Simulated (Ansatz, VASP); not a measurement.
# Two plane-wave programs on SiC

File INCAR:

```
SYSTEM = SiC
ALGO = Normal
EDIFF = 1E-6
EDIFFG = -0.02
ENCUT = 520
GGA = PE
IBRION = 2
ISIF = 2
ISMEAR = -1
LASPH = .TRUE.
LCHARG = .FALSE.
LREAL = .FALSE.
LWAVE = .FALSE.
NELM = 80
NSW = 80
PREC = Accurate
SIGMA = 0.02
```

KPOINTS

```
k-points
0
G
  16 16 9
  0 0 0
```

The input POSCAR:

```
SiC
1.0
    3.0760000000      0.0000000000      0.0000000000
   -1.5380000000      2.6638941420      0.0000000000
    0.0000000000      0.0000000000      5.1994400000
Si C
2 2
Direct
    0.3333333333      0.6666666667      0.0044955126
    0.6666666667      0.3333333333      0.5044955126
    0.3333333333      0.6666666667      0.3805044874
    0.6666666667      0.3333333333      0.8805044874
```

Input for Ansatz:

```yaml
crystal:
  lattice:
    - [3.076, 0.0, 0.0]
    - [-1.538, 2.663894142, 0.0]
    - [0.0, 0.0, 5.19944]
  atoms:
    - { symbol: Si, position: [0.3333333333, 0.6666666667, 0.0044955126] }
    - { symbol: Si, position: [0.6666666667, 0.3333333333, 0.5044955126] }
    - { symbol: C, position: [0.3333333333, 0.6666666667, 0.3805044874] }
    - { symbol: C, position: [0.6666666667, 0.3333333333, 0.8805044874] }
kpoints:
  mp_grid: { grid: [16, 16, 9] }
scf:
  occupations: { method: fermi_dirac, width: 0.02 }
hamiltonian:
  xc: pbe
  pseudopotentials: { kind: paw }
output:
  forces: true
  stress: true
  populations: true
  efg: { contact_densities: true }
relax:
  f_tol: 0.02
  max_steps: 60
```

Change from the starting cell: z stretched by +3 %, ions relaxed.

Alike in both runs: task relaxation of the atoms; functional PBE; k mesh 16 × 16 × 9; occupations fermi-dirac, width 0.02 eV; no spin polarisation.

|  | VASP | Ansatz |
| --- | --- | --- |
| version | VASP 6.6.1 | Ansatz 0.2.0 |
| potentials or method | VASP PAW PBE potentials, release 64 (Si, C) | plane-wave PAW, scalar-relativistic |
| plane-wave cutoff (eV) | 520 | 420 |
| valence electrons in the cell | 16 | 16 |

```csv
,VASP,Ansatz,Ansatz less VASP
"gap on the k mesh at the Fermi level, each at its own relaxed structure (eV)",2.19,2.19,+0.003
```

Ansatz's warnings: stress scf threshold loose.
